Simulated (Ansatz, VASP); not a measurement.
One calculation of SrHf, two programs

```
CELL_PARAMETERS angstrom
1.70185 0.98256 6.05786
-1.70185 0.98256 6.05786
0.00000 -1.96513 6.05786
ATOMIC_POSITIONS crystal
Sr 0.00000 0.00000 0.00000
Hf 0.50000 0.50000 0.50000
```

Alike in both runs: functional PBE; k mesh 18 × 18 × 18; occupations gaussian, width 0.1 eV; no spin polarisation.

Ansatz relaxed the structure, and its values are those at the end. VASP's run is a single point on that final structure, the one shown.

|  | VASP | Ansatz |
| --- | --- | --- |
| version | VASP 6.6.1 | Ansatz 0.2.0 |
| potentials or method | VASP PAW PBE potentials, release 64 (Sr_sv, Hf_pv), cutoff 520 eV | scalar-relativistic, plane waves, PAW |
| valence electrons in the cell | 20 | 36 |

|  | VASP | Ansatz | Ansatz less VASP |
| --- | --- | --- | --- |
| gap on the k mesh at the Fermi level (eV) | none | none | - |
| pressure (GPa) | 0.0 | 0.0 | +0.03 |

A gap of «none» marks a metal or a gap that the smearing closes. With one functional, cell and mesh, what is left measures potentials, basis and numerics. VASP's potentials hold 20 valence electrons a cell and Ansatz's 36, so a difference there can come from the potentials and not from the codes.

Neither program's run includes spin-orbit coupling.
